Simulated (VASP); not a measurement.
# SiTe (P6/mmm) in VASP: a series of runs

SiTe is run at these levels: LDA; tasks: single point, relaxation of cell and atoms.

Program: VASP 6.6.1. These are calculated values, not measurements. Logs are shortened: lines on timing, memory, paths and dates and some standing lists are left out, and cuts for length are marked.

**1. The cell of the first run**

The structure is hexagonal, space group P6/mmm (No. 191). Conventional cell: a = 3.118 Å, b = 3.118 Å, c = 5.464 Å, α = 90.00°, β = 90.00°, γ = 120.00°. Within 3.6 Å of Si (site symmetry 6/mmm) lie 2 Te at 2.73 Å and 6 Si at 3.12 Å. Te (site symmetry 6/mmm) has 2 Si at 2.73 Å and 6 Te at 3.12 Å within 3.6 Å.

**2. Single point, LDA**

The input, INCAR:

```
  ALGO = Normal
  EDIFF = 1E-6
  ENCUT = 520
  GGA = CA
  ISIF = 2
  ISMEAR = -1
  LASPH = T
  LCHARG = F
  LREAL = F
  LWAVE = F
  NBANDS = 12
  NELM = 80
  PREC = Accurate
  SIGMA = 0.05
```

The input, KPOINTS:

```
k-points
0
Gamma
  8 8 6
```

The input, POSCAR:

```
SiTe
1.0
    3.1181618692      0.0000000000      0.0000000000
   -1.5590809346      2.7004073919      0.0000000000
    0.0000000000      0.0000000000      5.4643215622
Si Te
1 1
Direct
    0.0000000000      0.0000000000      0.5000000000
    0.0000000000      0.0000000000      0.0000000000
```

Potentials or basis: VASP PAW LDA potentials, release 64 (Si, Te).

On the command line:

```sh
$ cat potpaw_LDA.64/Si/POTCAR potpaw_LDA.64/Te/POTCAR > POTCAR
$ mpirun -np 1 vasp_std > vasp.out
```

OUTCAR:

```text
EDIFF = 1E-6
   ENCUT = 520
   GGA = CA
   ISIF = 2
   ISMEAR = -1
   LASPH = T
   LREAL = F
   NELM = 80
   PREC = Accurate

 ion  position               nearest neighbor table
   1  0.000  0.000  0.500-   2 2.73   2 2.73
   2  0.000  0.000  0.000-   1 2.73   1 2.73

  LATTYP: Found a hexagonal cell.
 ALAT       =     3.1181618692
 C/A-ratio  =     1.7524175432

  Lattice vectors:

 A1 = (   3.1181618692,   0.0000000000,   0.0000000000)
 A2 = (  -1.5590809346,   2.7004073919,   0.0000000000)
 A3 = (   0.0000000000,   0.0000000000,   5.4643215622)

Analysis of symmetry for initial positions (statically):
=====================================================================
 Subroutine PRICEL returns:
 Original cell was already a primitive cell.

 Routine SETGRP: Setting up the symmetry group for a
 hexagonal supercell.

 Subroutine GETGRP returns: Found 24 space group operations
 (whereof 24 operations were pure point group operations)
 out of a pool of 24 trial point group operations.

The static configuration has the point symmetry D_6h.

Analysis of symmetry for dynamics (positions and initial velocities):
=====================================================================
 Subroutine PRICEL returns:
 Original cell was already a primitive cell.

 Routine SETGRP: Setting up the symmetry group for a
 hexagonal supercell.

 Subroutine GETGRP returns: Found 24 space group operations
 (whereof 24 operations were pure point group operations)
 out of a pool of 24 trial point group operations.

The dynamic configuration has the point symmetry D_6h.

 Subroutine INISYM returns: Found 24 space group operations
 (whereof 24 operations are pure point group operations),
 and found     1 'primitive' translations

----------------------------------------------------------------------------------------

                                     Primitive cell

  volume of cell :      46.0113

  direct lattice vectors                    reciprocal lattice vectors
     3.118161869  0.000000000  0.000000000     0.320701760  0.185157248  0.000000000
    -1.559080935  2.700407392  0.000000000     0.000000000  0.370314495  0.000000000
     0.000000000  0.000000000  5.464321562     0.000000000  0.000000000  0.183005335

  length of vectors
     3.118161869  3.118161869  5.464321562     0.370314495  0.370314495  0.183005335

  position of ions in fractional coordinates (direct lattice)
     0.000000000  0.000000000  0.500000000
     0.000000000  0.000000000  0.000000000

  ion indices of the primitive-cell ions
   primitive index   ion index
                 1           1
                 2           2

----------------------------------------------------------------------------------------

 KPOINTS: k-points

Automatic generation of k-mesh.
 Grid dimensions read from file:
 generate k-points for:    8    8    6

 Generating k-lattice:

  Cartesian coordinates                     Fractional coordinates (reciprocal lattice)
     0.040087720  0.023144656  0.000000000     0.125000000  0.000000000  0.000000000
     0.000000000  0.046289312  0.000000000     0.000000000  0.125000000  0.000000000
     0.000000000  0.000000000  0.030500889     0.000000000  0.000000000  0.166666667

  Length of vectors
     0.046289312  0.046289312  0.030500889

  Shift w.r.t. Gamma in fractional coordinates (k-lattice)
     0.000000000  0.000000000  0.000000000

 Subroutine IBZKPT returns following result:
 ===========================================

 Found     40 irreducible k-points:

 Following reciprocal coordinates:
            Coordinates               Weight
  0.000000  0.000000  0.000000      1.000000
  0.125000  0.000000  0.000000      6.000000
  0.250000  0.000000  0.000000      6.000000
  0.375000  0.000000  0.000000      6.000000
  0.500000  0.000000  0.000000      3.000000
  0.125000  0.125000  0.000000      6.000000
[... 16 lines left out ...]
  0.250000  0.000000  0.333333     12.000000
  0.375000  0.000000  0.333333     12.000000
 [... further k-points ...]
   k-points           NKPTS =     40   k-points in BZ     NKDIM =     40   number of bands    NBANDS=     12
   number of dos      NEDOS =    301   number of ions     NIONS =      2
   total plane-waves  NPLWV =  24192
   dimension x,y,z NGX =    24 NGY =   24 NGZ =   42
   dimension x,y,z NGXF=    48 NGYF=   48 NGZF=   84
   ions per type =               1   1
   NGX,Y,Z   is equivalent  to a cutoff of  12.80, 12.80, 12.78 a.u.
   NGXF,Y,Z  is equivalent  to a cutoff of  25.59, 25.59, 25.56 a.u.
 SYSTEM =  unknown system
   PREC   = accura    normal or accurate (medium, high low for compatibility)
   ISTART =      0    job   : 0-new  1-cont  2-samecut
   ICHARG =      2    charge: 1-file 2-atom 10-const
   ISPIN  =      1    spin polarized calculation?
   LNONCOLLINEAR =      F non collinear calculations
   LSORBIT =      F    spin-orbit coupling
   LASPH  =      T    aspherical Exc in radial PAW
   ENCUT  =  520.0 eV  38.22 Ry    6.18 a.u.   5.80  5.80 10.16*2*pi/ulx,y,z
   NELM   =     80;   NELMIN=  2; NELMDL= -5     # of ELM steps
   EDIFF  = 0.1E-05   stopping-criterion for ELM
   LREAL  =      F    real-space projection
   EDIFFG = 0.1E-04   stopping-criterion for IOM
   NSW    =      0    number of steps for IOM
   IBRION =     -1    ionic relax: 0-MD 1-quasi-New 2-CG
   NFREE  =      0    steps in history (QN), initial steepest desc. (CG)
   ISIF   =      2    stress and relaxation
   ISYM   =      2    0-nonsym 1-usesym 2-fastsym
   POTIM  = 0.5000    time-step for ionic-motion
   TEBEG  =    0.0;   TEEND  =   0.0 temperature during run
   PSTRESS=    0.0 pullay stress
   NELECT =      10.0000    total number of electrons
   NUPDOWN=      -1.0000    fix difference up-down
   EMIN   =  10.00;   EMAX   =-10.00  energy-range for DOS
   EFERMI =   0.00;   METHOD = LEGACY
   ISMEAR =    -1;   SIGMA  =   0.05  broadening in eV -4-tet -1-fermi 0-gaus
   EFERMI_NEDOS =   21; number of points for ismear=-14 and -15
   IALGO  =     38    algorithm
   IMIX   =      4    mixing-type and parameters
     AMIX     =   0.40;   BMIX     =  1.00
     AMIX_MAG =   1.60;   BMIX_MAG =  1.00
  volume/ion in A,a.u.               =      23.01       155.25
  Fermi-wavevector in a.u.,A,eV,Ry     =   0.984283  1.860026 13.181508  0.968814
  Thomas-Fermi vector in A             =   2.115504
   LORBIT       =      0    0 simple, 1 ext, 2 COOP (PROOUT), +10 PAW based schemes
   GGA     = CA    functional components
   LHFCALC =     F    Hartree Fock is set to
   AEXX    =    0.0000 exact exchange contribution
   IVDW    =     0    specifies the selected vdW correction
   LEPSILON=     F    determine dielectric tensor
   LRPA    =     F    only Hartree local field effects (RPA)
 non-spin polarized calculation
  energy-cutoff  :      520.00
  volume of cell :       46.01
 maximum number of plane-waves:      1263
 NGX is ok and might be reduce to    24
   NGX = 11   NGY = 11   NGZ = 21

 number of electron      10.0000000 magnetization

 number of electron       9.9999999 magnetization

 Free energy of the ion-electron system (eV)
  ---------------------------------------------------
  ext. energy  EPLUGINS =         0.00000000
  ---------------------------------------------------
  free energy    TOTEN  =        -8.62148920 eV

  energy without entropy =       -8.60854038  energy(sigma->0) =       -8.61501479

 E-fermi :   7.8174     XC(G=0): -10.2757

 val. band max:        7.8084830908   @ k =   0.3750   0.2500   0.3333
 cond. band min:       7.9541774955   @ k =   0.2500   0.2500   0.3333
 fundamental gap:      0.1456944047
 Fermi energy:         7.8174133697

 k-point     1 :       0.0000    0.0000    0.0000
  band No.  band energies     occupation
      1      -6.7051      2.00000
      2      -0.6827      2.00000
      3       1.2083      2.00000
      4      11.5153      0.00000
      5      11.5153      0.00000
      6      13.2264      0.00000
      7      14.8889      0.00000
      8      14.8889      0.00000
      9      14.9850      0.00000
     10      17.5704      0.00000
     11      17.5704      0.00000
     12      19.0965      0.00000

 k-point     2 :       0.1250    0.0000    0.0000
  band No.  band energies     occupation
      1      -6.4018      2.00000
      2      -0.3869      2.00000
      3       1.4802      2.00000
      4       9.2443      0.00000
      5      10.8292      0.00000
      6      13.1198      0.00000
      7      13.4828      0.00000
      8      14.2584      0.00000
      9      15.3458      0.00000
     10      16.6812      0.00000
     11      16.9045      0.00000
     12      18.7437      0.00000

 k-point     3 :       0.2500    0.0000    0.0000
  band No.  band energies     occupation
      1      -5.5153      2.00000
      2       0.4890      2.00000
      3       2.2497      2.00000
      4       5.7314      2.00000
      5       9.6439      0.00000
      6      10.0349      0.00000
      7      13.2241      0.00000
      8      13.6921      0.00000
      9      14.0157      0.00000
     10      14.2094      0.00000
     11      17.5171      0.00000
     12      18.0737      0.00000
[... 286 lines left out ...]
 k-point    23 :       0.2500    0.0000    0.3333
  band No.  band energies     occupation
      1      -5.3514      2.00000
      2      -1.0042      2.00000
      3       5.0883      2.00000
      4       5.9669      2.00000
      5       8.9750      0.00000
      6       9.8815      0.00000
      7      10.1476      0.00000
      8      12.4878      0.00000
      9      14.6553      0.00000
     10      15.6577      0.00000
     11      16.5026      0.00000
     12      20.0214      0.00000

 k-point    24 :       0.3750    0.0000    0.3333
  band No.  band energies     occupation
      1      -4.0191      2.00000
      2       0.2807      2.00000
      3       2.8507      2.00000
      4       5.6185      2.00000
      5       6.8237      2.00000
      6       8.9820      0.00000
      7      11.0943      0.00000
      8      11.7658      0.00000
      9      13.2971      0.00000
     10      13.8532      0.00000
     11      15.3803      0.00000
     12      17.6994      0.00000

 [... further k-points ...]
[... 5 lines left out ...]
  --------------------------------------------------------------------------------------
  -------------------------------------------------------------------------------------
  Total        0.0152448      0.0152448      0.0496448      0.0000000     -0.0000000      0.0000000
  in kB        0.5308471      0.5308471      1.7287022      0.0000000     -0.0000000      0.0000000
  external PRESSURE =       0.9301321 kB  Pullay stress =       0.0000000 kB

 VOLUME and BASIS-vectors are now :
 -----------------------------------------------------------------------------
  energy-cutoff  :      520.00
  volume of cell :       46.01
      direct lattice vectors                 reciprocal lattice vectors
     3.118161869  0.000000000  0.000000000     0.320701760  0.185157248  0.000000000
    -1.559080935  2.700407392  0.000000000     0.000000000  0.370314495  0.000000000
     0.000000000  0.000000000  5.464321562     0.000000000  0.000000000  0.183005335

 POSITION                                       TOTAL-FORCE (eV/Angst)
 -----------------------------------------------------------------------------------
      0.00000      0.00000      2.73216         0.000000      0.000000      0.000000
      0.00000      0.00000      0.00000        -0.000000      0.000000      0.000000
 -----------------------------------------------------------------------------------
    total drift:                                0.000000      0.000000     -0.000000

  FREE ENERGIE OF THE ION-ELECTRON SYSTEM (eV)
  ---------------------------------------------------
  free  energy   TOTEN  =        -8.6214892015 eV

  energy  without entropy=       -8.6085403781  energy(sigma->0) =       -8.61501479
```

Run time: 13 s. Hardware: 1 thread of AMD EPYC 7R13 (Zen 3), shared host; peak memory 0.12 GiB.

What came out:

| Property | Result |
| --- | --- |
| Free energy | -8.6215 eV |
| Pressure | 0.1 GPa |
| Band gap on the k mesh | zero (bands 5 and 6 overlap by 5.95 eV) |

Caveat: spin-orbit coupling is left out, which moves the levels of the heavy elements.

**3. Relaxation of cell and atoms, LDA**

This run uses another cell than the first one, of 29.73 Å³/atom.

The input, INCAR:

```
SYSTEM = SiTe
PREC = Accurate ; ENCUT = 600
EDIFF = 1E-6 ; ISMEAR = -1
SIGMA = 0.05 ; LREAL = .False.
LASPH = .True. ; NELM = 100
ALGO = Normal ; ISIF = 3
LWAVE = .False. ; LCHARG = .False.
IBRION = 2 ; NSW = 60
EDIFFG = -0.01
```

The input, KPOINTS:

```
Automatic mesh
0
Gamma
  8 8 6
  0 0 0
```

The input, POSCAR:

```
SiTe
1.0
    3.7143358800      0.0000000000      0.0000000000
   -1.8571679400      3.2167092300      0.0000000000
    0.0000000000      0.0000000000      4.9763725600
Si Te
1 1
Direct
    0.0000000000      0.0000000000      0.5000000000
    0.0000000000      0.0000000000      0.0000000000
```

Potentials or basis: VASP PAW LDA potentials, release 64 (Si, Te).

On the command line:

```sh
$ cat potpaw_LDA.64/Si/POTCAR potpaw_LDA.64/Te/POTCAR > POTCAR
$ mpirun -np 1 vasp_std > vasp.out
```

Wall time 2.3 min (1 thread of AMD EPYC 7R13 (Zen 3), shared host); peak memory 0.15 GiB.

The run converged. Its results:

| Property | Result |
| --- | --- |
| Free energy | -8.6217 eV |
| Relaxed volume | 23.00 Å³/atom |
| Relaxed cell | a = 3.117 Å, b = 3.117 Å, c = 5.466 Å, α = 90.00°, β = 90.00°, γ = 120.00° |
| Space group after relaxing (to 0.1 Å) | P6/mmm (No. 191) |
| Energy gained by relaxing | 492.5 meV/atom |
| Ionic steps | 10 |
| Pressure after relaxing | 0.0 GPa |
| Band gap on the k mesh | zero (bands 5 and 6 overlap by 5.96 eV) |

Step by step:
```csv
step,energy change (eV),largest force (eV/Å),pressure (GPa),volume (Å³)
1,0.0000,0.0000,-1.71,59.46
2,-0.2573,0.0000,-3.29,56.65
3,-0.9373,0.0000,-1.65,47.52
4,-0.9423,0.0000,-3.95,49.38
5,-0.9497,0.0000,-3.36,48.74
6,-0.8662,0.0000,7.42,41.92
7,-0.9728,0.0000,-0.56,46.47
8,-0.9769,0.0000,0.38,45.90
9,-0.9850,0.0000,-0.13,46.15
10,-0.9850,0.0000,0.04,46.01
```

Final structure:
```cif
data_structure
_symmetry_space_group_name_H-M 'P 1'
_symmetry_Int_Tables_number 1
_cell_length_a 3.1175
_cell_length_b 3.1175
_cell_length_c 5.4662
_cell_angle_alpha 90.000
_cell_angle_beta 90.000
_cell_angle_gamma 120.000
_cell_volume 46.01
loop_
_atom_site_label
_atom_site_type_symbol
_atom_site_fract_x
_atom_site_fract_y
_atom_site_fract_z
_atom_site_occupancy
Si1 Si 0.00000 0.00000 0.50000 1
Te1 Te 0.00000 0.00000 0.00000 1
```

Levels at points of the mesh, in eV from the Fermi level:
```tsv
k point	band 1	band 2	band 3	band 4	band 5	band 6	band 7	band 8	band 9
(0.00, 0.00, 0.00)	-14.52	-8.51	-6.61	3.71	3.71	5.40	7.07	7.07	7.17
(0.50, 0.00, 0.00)	-11.07	-6.73	-4.72	-3.90	-2.46	0.63	2.14	4.41	5.03
(0.00, 0.00, 0.50)	-14.30	-10.26	-2.08	-0.80	4.07	4.07	6.12	6.12	9.76
(0.50, 0.00, 0.50)	-10.84	-6.91	-6.44	-3.56	0.93	1.07	2.07	3.48	6.10
```

Caveat: the volume moved by over 15 % at a fixed basis, so the end points are rough; spin-orbit coupling is left out, which moves the levels of the heavy elements.

The gap in the log of VASP goes by the Fermi energy; the results here count the filled bands.